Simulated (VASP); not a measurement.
AlN: single point with PBE

Crystal: AlN.

```
Al N
1.0
     0.00000    1.97348    2.00400
     1.97348    0.00000    2.00400
     1.97348    1.97348    0.00000
Al N
1 1
Direct
  0.50000 0.50000 0.50000
  0.00000 0.00000 0.00000
```

This cell differs from its parent crystal: strain -0.030 along x and y, -0.015 along z.

```yaml
Program: VASP 6.6.1
Task: single point
Functional: PBE
Potentials_or_basis: VASP PAW PBE potentials, release 64 (Al, N)
Cutoff: 520 eV
k_mesh: 10 × 10 × 10
Occupations: gaussian, width 0.05 eV
Spin: no spin polarisation
```

| Item | Value |
| --- | --- |
| Pressure | 22.5 GPa |
| Band gap on the k mesh | 5.05 eV, indirect (least direct gap 6.45 eV) |

Stress tensor (GPa, compression positive):
```
24.45  0.00  0.00
 0.00 24.45  0.00
 0.00  0.00 18.45
```

Levels at points of the mesh, in eV from the valence-band top:
```csv
k point,band 1,band 2,band 3,band 4,band 5,band 6,band 7,band 8
"(0.00, 0.00, 0.00)",-18.15,-0.11,-0.11,0.00,6.45,12.14,12.35,12.35
"(0.50, 0.00, 0.00)",-14.66,-8.75,-1.29,-1.22,6.42,11.23,11.59,14.09
"(0.50, 0.50, 0.00)",-13.69,-7.89,-2.94,-2.94,5.21,5.24,14.56,18.21
"(0.50, 0.00, 0.50)",-13.55,-7.82,-3.16,-2.96,5.05,5.08,14.76,17.78
```

Run time: 8.3 s on 1 thread of AMD EPYC 9R45 (Zen 5) (shared host), peak memory 0.11 GiB.

Caveat: the cell differs from its parent crystal (strain -0.030 along x and y, -0.015 along z). A k mesh can miss the band edges.
